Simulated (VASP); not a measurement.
# GeSb4Te4 in VASP: single point with PBEsol

Aim: the single point of GeSb4Te4 with PBEsol.

All numbers are computed with VASP 6.6.1; they aren't measurements. Logs are shortened: lines on timing, memory, paths and dates and some standing lists are left out, and cuts for length are marked.

## 1. The cell of the first run

The typed cell holds 9 atoms: a = 4.267 Å, b = 4.267 Å, c = 17.706 Å, α = 76.06°, β = 76.06°, γ = 60.00°.

## 2. Single point, PBEsol (the part above a cut slid along it)

Contents of INCAR:

```
SYSTEM = GeSb4Te4
PREC = Accurate ; ENCUT = 520
EDIFF = 1E-7 ; ISMEAR = 0
SIGMA = 0.15 ; LREAL = .False.
LASPH = .True. ; NELM = 60
ALGO = Normal ; ISIF = 2
LWAVE = .False. ; LCHARG = .True.
GGA = PS ; LELF = .True.
LVHAR = .True. ; NBANDS = 39
```

Contents of KPOINTS:

```
Automatic mesh
0
Gamma
  11 11 3
  0 0 0
```

Contents of POSCAR:

```
GeSb4Te4
1.0
   -4.2666098041      0.0000000000      0.0000000000
   -2.1333049021     -3.6949924784      0.0000000000
   -4.2668231346     -2.4634514853     17.0067078253
Ge Sb Te
1 4 4
Direct
   -0.4108872100     -0.4108872100      0.6163000000
    0.2252190610      0.2252190610      0.1621633004
    0.6197065190      0.6197065190      0.0704366996
    0.3975485435      0.3975485435      0.4036570019
   -0.2193229635     -0.2193229635      0.8289429981
   -0.0130313980     -0.0130313980      0.5195211210
    0.1912569780      0.1912569780      0.7130788790
   -0.2020397039     -0.2020397039      0.3030444036
   -0.6197347161     -0.6197347161      0.9295555964
```

Potentials or basis: VASP PAW PBE potentials, release 64 (Ge_d, Sb, Te).

The run is started by

```console
cat potpaw_PBE.64/Ge_d/POTCAR potpaw_PBE.64/Sb/POTCAR potpaw_PBE.64/Te/POTCAR > POTCAR
mpirun -np 1 vasp_std > vasp.out
```

OUTCAR:

```text
SYSTEM = GeSb4Te4
   PREC = Accurate
   ENCUT = 520
   EDIFF = 1E-7
   ISMEAR = 0
   LREAL = .False.
   LASPH = .True.
   NELM = 60
   ISIF = 2
   GGA = PS

 ion  position               nearest neighbor table
   1  0.589  0.589  0.616-   7 2.96   6 2.96   7 2.96   6 2.96   6 2.96   7 2.96
   2  0.225  0.225  0.162-   3 2.92   3 2.92   3 2.92   8 3.44   8 3.44   8 3.44
   3  0.620  0.620  0.070-   2 2.92   2 2.92   2 2.92   9 3.44   9 3.44   9 3.44
   4  0.398  0.398  0.404-   8 3.00   8 3.00   8 3.00   6 3.15   6 3.15   6 3.15
   5  0.781  0.781  0.829-   9 3.00   9 3.00   9 3.00   7 3.15   7 3.15   7 3.15
   6  0.987  0.987  0.520-   1 2.96   1 2.96   1 2.96   4 3.15   4 3.15   4 3.15
   7  0.191  0.191  0.713-   1 2.96   1 2.96   1 2.96   5 3.15   5 3.15   5 3.15
   8  0.798  0.798  0.303-   4 3.00   4 3.00   4 3.00   2 3.44   2 3.44   2 3.44
   9  0.380  0.380  0.930-   5 3.00   5 3.00   5 3.00   3 3.44   3 3.44   3 3.44

  LATTYP: Found a trigonal (rhomboedric) cell.
 ALAT       =    17.1841992633
 COS(alpha) =     0.9691767381

  Lattice vectors:

 A1 = (  -0.0002133305,  -2.4634514853,  17.0067078253)
 A2 = (   2.1330915716,   1.2315409931,  17.0067078253)
 A3 = (  -2.1335182325,   1.2315409931,  17.0067078253)

Analysis of symmetry for initial positions (statically):
=====================================================================
 Subroutine PRICEL returns:
 Original cell was already a primitive cell.

 Routine SETGRP: Setting up the symmetry group for a
 trigonal (rhombohedral) supercell.

 Subroutine GETGRP returns: Found  2 space group operations
 (whereof  2 operations were pure point group operations)
 out of a pool of 12 trial point group operations.

The static configuration has the point symmetry C_1h.

Analysis of symmetry for dynamics (positions and initial velocities):
=====================================================================
 Subroutine PRICEL returns:
 Original cell was already a primitive cell.

 Routine SETGRP: Setting up the symmetry group for a
 trigonal (rhombohedral) supercell.

 Subroutine GETGRP returns: Found  2 space group operations
 (whereof  2 operations were pure point group operations)
 out of a pool of 12 trial point group operations.

The dynamic configuration has the point symmetry C_1h.

 Subroutine INISYM returns: Found  2 space group operations
 (whereof  2 operations are pure point group operations),
 and found     1 'primitive' translations

----------------------------------------------------------------------------------------

                                     Primitive cell

  volume of cell :     268.1123

  direct lattice vectors                    reciprocal lattice vectors
    -4.266609804  0.000000000  0.000000000    -0.234378124  0.135318273 -0.039202179
    -2.133304902 -3.694992478  0.000000000     0.000000000 -0.270636545 -0.039202179
    -4.266823135 -2.463451485 17.006707825     0.000000000  0.000000000  0.058800328

  length of vectors
     4.266609804  4.266609804 17.706001354     0.273461059  0.273461059  0.058800328

  position of ions in fractional coordinates (direct lattice)
     0.589112790  0.589112790  0.616300000
     0.225219061  0.225219061  0.162163300
     0.619706519  0.619706519  0.070436700
     0.397548544  0.397548544  0.403657002
     0.780677037  0.780677037  0.828942998
     0.986968602  0.986968602  0.519521121
     0.191256978  0.191256978  0.713078879
     0.797960296  0.797960296  0.303044404
     0.380265284  0.380265284  0.929555596

  ion indices of the primitive-cell ions
   primitive index   ion index
                 1           1
                 2           2
                 3           3
                 4           4
                 5           5
                 6           6
                 7           7
                 8           8
                 9           9

----------------------------------------------------------------------------------------

 KPOINTS: Automatic mesh

Automatic generation of k-mesh.
[... 25 lines left out ...]
|     Your reciprocal lattice and k-lattice belong to different lattice       |
|     classes:                                                                |
|                                                                             |
|        The reciprocal lattice is rhombohedral (trigonal),                   |
|        whereas your k-lattice is base-centered monoclinic.                  |
|                                                                             |
|     Results are often still useful ...                                      |
|                                                                             |
 -----------------------------------------------------------------------------

 WARNING: IBZKPT: internal override: KBLOWUP is changed to .FALSE.
      ... skipping the blow-up phase ...

 Subroutine IBZKPT returns following result:
 ===========================================

 Found    102 irreducible k-points:

 Following reciprocal coordinates:
            Coordinates               Weight
  0.000000  0.000000  0.000000      1.000000
  0.090909 -0.000000  0.000000      4.000000
  0.181818 -0.000000  0.000000      4.000000
  0.272727 -0.000000  0.000000      4.000000
  0.363636 -0.000000  0.000000      4.000000
  0.454545 -0.000000  0.000000      4.000000
[... 16 lines left out ...]
 -0.272727  0.181818  0.000000      4.000000
 -0.181818  0.181818 -0.000000      2.000000
 [... further k-points ...]
   k-points           NKPTS =    102   k-points in BZ     NKDIM =    102   number of bands    NBANDS=     39
   number of dos      NEDOS =    301   number of ions     NIONS =      9
   total plane-waves  NPLWV = 143360
   dimension x,y,z NGX =    32 NGY =   32 NGZ =  140
   dimension x,y,z NGXF=    64 NGYF=   64 NGZF=  280
   ions per type =               1   4   4
   NGX,Y,Z   is equivalent  to a cutoff of  12.47, 12.47, 13.14 a.u.
   NGXF,Y,Z  is equivalent  to a cutoff of  24.94, 24.94, 26.29 a.u.
 SYSTEM =  GeSb4Te4
   PREC   = accura    normal or accurate (medium, high low for compatibility)
   ISTART =      0    job   : 0-new  1-cont  2-samecut
   ICHARG =      2    charge: 1-file 2-atom 10-const
   ISPIN  =      1    spin polarized calculation?
   LNONCOLLINEAR =      F non collinear calculations
   LSORBIT =      F    spin-orbit coupling
   LASPH  =      T    aspherical Exc in radial PAW
   ENCUT  =  520.0 eV  38.22 Ry    6.18 a.u.   7.93  7.93 32.92*2*pi/ulx,y,z
   NELM   =     60;   NELMIN=  2; NELMDL= -5     # of ELM steps
   EDIFF  = 0.1E-06   stopping-criterion for ELM
   LREAL  =      F    real-space projection
   EDIFFG = 0.1E-05   stopping-criterion for IOM
   NSW    =      0    number of steps for IOM
   IBRION =     -1    ionic relax: 0-MD 1-quasi-New 2-CG
   NFREE  =      0    steps in history (QN), initial steepest desc. (CG)
   ISIF   =      2    stress and relaxation
   ISYM   =      2    0-nonsym 1-usesym 2-fastsym
   POTIM  = 0.5000    time-step for ionic-motion
   TEBEG  =    0.0;   TEEND  =   0.0 temperature during run
   PSTRESS=    0.0 pullay stress
   NELECT =      58.0000    total number of electrons
   NUPDOWN=      -1.0000    fix difference up-down
   EMIN   =  10.00;   EMAX   =-10.00  energy-range for DOS
   EFERMI =   0.00;   METHOD = LEGACY
   ISMEAR =     0;   SIGMA  =   0.15  broadening in eV -4-tet -1-fermi 0-gaus
   EFERMI_NEDOS =   21; number of points for ismear=-14 and -15
   IALGO  =     38    algorithm
   IMIX   =      4    mixing-type and parameters
     AMIX     =   0.40;   BMIX     =  1.00
     AMIX_MAG =   1.60;   BMIX_MAG =  1.00
  volume/ion in A,a.u.               =      29.79       201.03
  Fermi-wavevector in a.u.,A,eV,Ry     =   0.982755  1.857138 13.140607  0.965807
  Thomas-Fermi vector in A             =   2.113861
   LORBIT       =      0    0 simple, 1 ext, 2 COOP (PROOUT), +10 PAW based schemes
   GGA     = PS    functional components
   LHFCALC =     F    Hartree Fock is set to
   AEXX    =    0.0000 exact exchange contribution
   IVDW    =     0    specifies the selected vdW correction
   LEPSILON=     F    determine dielectric tensor
   LRPA    =     F    only Hartree local field effects (RPA)
 non-spin polarized calculation
 Gauss-broadening in eV      SIGMA  =   0.15
  energy-cutoff  :      520.00
  volume of cell :      268.11
 maximum number of plane-waves:      7259
   NGX = 15   NGY = 15   NGZ = 65

 number of electron      57.9999994 magnetization

 Free energy of the ion-electron system (eV)
  ---------------------------------------------------
  ext. energy  EPLUGINS =         0.00000000
  ---------------------------------------------------
  free energy    TOTEN  =       -37.78994026 eV

  energy without entropy =      -37.78308787  energy(sigma->0) =      -37.78651407

 E-fermi :   6.8973     XC(G=0):  -9.7043

 val. band max:        6.8454329613   @ k =  -0.0909   0.0000   0.3333
 cond. band min:       6.9245600270   @ k =   0.0000   0.0000   0.0000
 fundamental gap:      0.0791270657
 Fermi energy:         6.8973273337

 k-point     1 :       0.0000    0.0000    0.0000
  band No.  band energies     occupation
      1     -18.0416      2.00000
      2     -18.0415      2.00000
      3     -18.0352      2.00000
      4     -18.0336      2.00000
      5     -18.0335      2.00000
      6      -6.6145      2.00000
[... 997 lines left out ...]
     38      10.0319      0.00000
     39      10.2988      0.00000

 [... further k-points ...]

------------------------ aborting loop because EDIFF is reached ----------------------------------------

  FORCE on cell =-STRESS in cart. coord.  units (eV):
  Direction    XX          YY          ZZ          XY          YZ          ZX
  --------------------------------------------------------------------------------------
  -------------------------------------------------------------------------------------
  Total       -0.2337415     -0.2410348      2.4701404      0.0063162     -0.0017283     -0.0029934
  in kB       -1.3967851     -1.4403684     14.7609901      0.0377442     -0.0103278     -0.0178881
  external PRESSURE =       3.9746122 kB  Pullay stress =       0.0000000 kB

 VOLUME and BASIS-vectors are now :
 -----------------------------------------------------------------------------
  energy-cutoff  :      520.00
  volume of cell :      268.11
      direct lattice vectors                 reciprocal lattice vectors
    -4.266609804  0.000000000  0.000000000    -0.234378124  0.135318273 -0.039202179
    -2.133304902 -3.694992478  0.000000000     0.000000000 -0.270636545 -0.039202179
    -4.266823135 -2.463451485 17.006707825     0.000000000  0.000000000  0.058800328

 POSITION                                       TOTAL-FORCE (eV/Angst)
 -----------------------------------------------------------------------------------
     -6.39991     -3.69499     10.48123        -0.000661     -0.000381     -0.008454
     -2.13330     -1.23166      2.75786        -0.000524     -0.000302      0.433046
     -4.26661     -2.46333      1.19790         0.001154      0.000666      0.247557
     -4.26661     -2.46333      6.86488         0.000111      0.000064     -0.002541
     -8.53322     -4.92666     14.09759         0.000083      0.000048     -0.312188
     -8.53322     -4.92666      8.83534        -0.000140     -0.000081      0.022663
     -4.26661     -2.46333     12.12712         0.000444      0.000257      0.087075
     -6.39991     -3.69499      5.15379         0.000115      0.000066     -0.099005
     -6.39991     -3.69499     15.80868        -0.000582     -0.000336     -0.368153
 -----------------------------------------------------------------------------------
    total drift:                               -0.000708     -0.000409      0.000522

  FREE ENERGIE OF THE ION-ELECTRON SYSTEM (eV)
  ---------------------------------------------------
  free  energy   TOTEN  =       -37.7899402568 eV

  energy  without entropy=      -37.7830878748  energy(sigma->0) =      -37.78651407
```

Wall time 48 min (1 thread of Intel Xeon 8259CL, shared host); peak memory 1 GiB.

Results:

```yaml
Free_energy: -37.7899 eV
Pressure: 0.4 GPa
Largest_force: 0.433 eV/Å
Band_gap_on_the_k_mesh: 0.02 eV (least direct gap 0.10 eV)
```

Forces on the atoms (eV/Å):
```
Ge  -0.001  0.000 -0.008
Sb  -0.001  0.000  0.433
Sb   0.001  0.001  0.248
Sb   0.000  0.000 -0.003
Sb   0.000  0.000 -0.312
Te   0.000  0.000  0.023
Te   0.000  0.000  0.087
Te   0.000  0.000 -0.099
Te  -0.001  0.000 -0.368
```

Stress tensor (GPa, compression positive):
```
-0.14  0.00  0.00
 0.00 -0.14  0.00
 0.00  0.00  1.48
```

Levels at points of the mesh, in eV from the valence-band top:
```
           k point  band 27  band 28  band 29  band 30  band 31  band 32
(0.00, 0.00, 0.00)    -1.10    -1.10     0.00     0.10     0.10     0.36
```

Caveat: the cell differs from its parent crystal (the part above a cut slid along it); the smearing spreads over this small gap; the PAW data sets were made with another functional, which shifts forces and pressure a little; spin-orbit coupling is left out, which moves the levels of the heavy elements. A k mesh can miss the band edges.

The gap in the log of VASP goes by the Fermi energy; the results here count the filled bands.